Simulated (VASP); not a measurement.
Set up this calculation in VASP 6.6.1, as the native input.

| Item | Value |
| --- | --- |
| Task | single point |
| Functional | PBE |
| Potentials or basis | VASP PAW PBE potentials, release 64 (Zn, Se, H) |
| Cutoff | 520 eV |
| k mesh | 1 × 1 × 8 |
| Occupations | gaussian, width 0.05 eV |
| Spin | no spin polarisation |
| Dipole correction | no |
| Further INCAR settings | ALGO = Normal; EDIFF = 1e-06; NBANDS = 44 |

The structure of Zn3H8Se3 lies in POSCAR:

```
Zn3H8Se3
1.0
   15.6000000000      0.0000000000      0.0000000000
    0.0000000000     15.3000000000      0.0000000000
    0.0000000000      0.0000000000      4.0530231295
Zn Se H
3 3 8
Direct
    0.5000000000      0.5483381729      0.0000000000
    0.3700954125      0.3610231311      0.5000000000
    0.6299045875      0.3610231311      0.5000000000
    0.5000000000      0.6419956938      0.5000000000
    0.6299045875      0.4546806520      0.0000000000
    0.3700954125      0.4546806520      0.0000000000
    0.4230608991      0.6974666020      0.5000000000
    0.5769391009      0.6974666020      0.5000000000
    0.4512216754      0.3025333980      0.5000000000
    0.2889691497      0.3025333980      0.5000000000
    0.7068436884      0.5101515602      0.0000000000
    0.5487783246      0.3025333980      0.5000000000
    0.7110308503      0.3025333980      0.5000000000
    0.2931563116      0.5101515602      0.0000000000
```

One way to write it, as run:

INCAR

```
SYSTEM = Zn3H8Se3
  ALGO = Normal
  EDIFF = 1E-6
  ENCUT = 520
  GGA = PE
  ISIF = 2
  ISMEAR = 0
  LASPH = .True.
  LCHARG = .False.
  LREAL = .False.
  LWAVE = .False.
  NBANDS = 44
  NELM = 60
  PREC = Accurate
  SIGMA = 0.05
```

KPOINTS

```
k-points
0
Gamma
  1 1 8
  0 0 0
```

Potentials or basis: VASP PAW PBE potentials, release 64 (Zn, Se, H).

Command:

```console
$ cat potpaw_PBE.64/Zn/POTCAR potpaw_PBE.64/Se/POTCAR potpaw_PBE.64/H/POTCAR > POTCAR
$ mpirun -np 1 vasp_std > vasp.out
```

It gave:

```yaml
Largest_force: 1.276 eV/Å
Band_gap_on_the_k_mesh: zero (bands 31 and 32 overlap by 0.15 eV)
```

It took 10 min on 1 thread of Intel(R) Xeon(R) Platinum 8488C (Sapphire Rapids), with other jobs on the host, peak memory 0.92 GiB.
